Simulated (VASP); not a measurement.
Crystal: CdS.

```
CELL_PARAMETERS angstrom
3.87703 0.00000 0.00000
-1.93851 3.35761 0.00000
0.00000 0.00000 6.47768
ATOMIC_POSITIONS crystal
Cd 0.00000 0.00000 0.00000
Cd 0.00000 0.00000 0.50000
S 0.33333 0.66667 0.25000
S 0.66667 0.33333 0.75000
```

* Program: VASP 6.6.1
* Task: relaxation of cell and atoms
* Functional: PBEsol
* Potentials or basis: VASP PAW PBE potentials, release 64 (Cd, S)
* Cutoff: 600 eV
* k mesh: 12 × 12 × 4
* Occupations: fermi-dirac, width 0.02 eV
* Spin: no spin polarisation

At the start: pressure -3.5 GPa; volume 21.08 Å³/atom.

**Question.** Where does the relaxation end?

**Answer.** Over 9 steps the energy falls by 11.1 meV/atom and the volume is 20.11 Å³/atom (-4.6 %); space group P6_3/mmc (No. 194, to 0.05 Å).

Step by step:
```csv
step,energy change (eV),largest force (eV/Å),pressure (GPa),volume (Å³)
1,0.0000,0.0000,-3.50,84.32
2,-0.0357,0.0000,1.78,78.83
3,-0.0445,0.0000,0.00,80.44
4,-0.0445,0.0000,-0.07,80.52
5,-0.0445,0.0000,-0.08,80.51
6,-0.0445,0.0000,-0.05,80.50
7,-0.0445,0.0000,-0.06,80.50
8,-0.0445,0.0000,0.04,80.41
9,-0.0445,0.0000,0.00,80.43
```

Final structure:
```yaml
crystal:
  lattice:
    - [3.81657, 0.00000, 0.00000]
    - [-1.90828, 3.30524, 0.00000]
    - [0.00000, 0.00000, 6.37613]
  atoms:
    - { symbol: Cd, position: [0.00000, 0.00000, 0.00000] }
    - { symbol: Cd, position: [0.00000, 0.00000, 0.50000] }
    - { symbol: S, position: [0.33333, 0.66667, 0.25000] }
    - { symbol: S, position: [0.66667, 0.33333, 0.75000] }
```

Caveat: the PAW data sets were made with another functional, which shifts forces and pressure a little.
